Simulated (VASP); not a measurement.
# Li: single point with PBE+D3(BJ)

The system is Li.

```
Li
1.0
    -1.62791    1.62791    1.62791
     1.62791   -1.62791    1.62791
     1.62791    1.62791   -1.62791
Li
1
Cartesian
  0.0000 0.0000 0.0000
```

This cell differs from its parent crystal: volume scaled by 0.94.

```yaml
Program: VASP 6.6.1
Task: single point
Functional: PBE
Dispersion: D3(BJ)
Potentials_or_basis: VASP PAW PBE potentials, release 64 (Li_sv)
Cutoff: 520 eV
k_mesh: 18 × 18 × 18
Occupations: gaussian, width 0.1 eV
Spin: no spin polarisation
Dipole_correction: no
Further_INCAR_settings: ALGO = Normal; EDIFF = 1e-06; NBANDS = 8
```

| Quantity | Value |
| --- | --- |
| Dispersion energy per atom | -0.199 eV |

Levels at points of the mesh, in eV from the Fermi level:
```tsv
k point	band 1	band 2	band 3	band 4	band 5
(0.00, 0.00, 0.00)	-46.27	-3.77	16.37	16.37	16.37
(0.50, 0.00, 0.00)	-46.24	0.20	3.82	11.58	13.18
(0.50, 0.50, 0.50)	-46.21	6.12	6.12	6.12	8.52
```

Run time: 19 s on 1 thread of AMD EPYC 7R13 Processor (Zen 3), with other jobs on the host, peak memory 0.12 GiB.
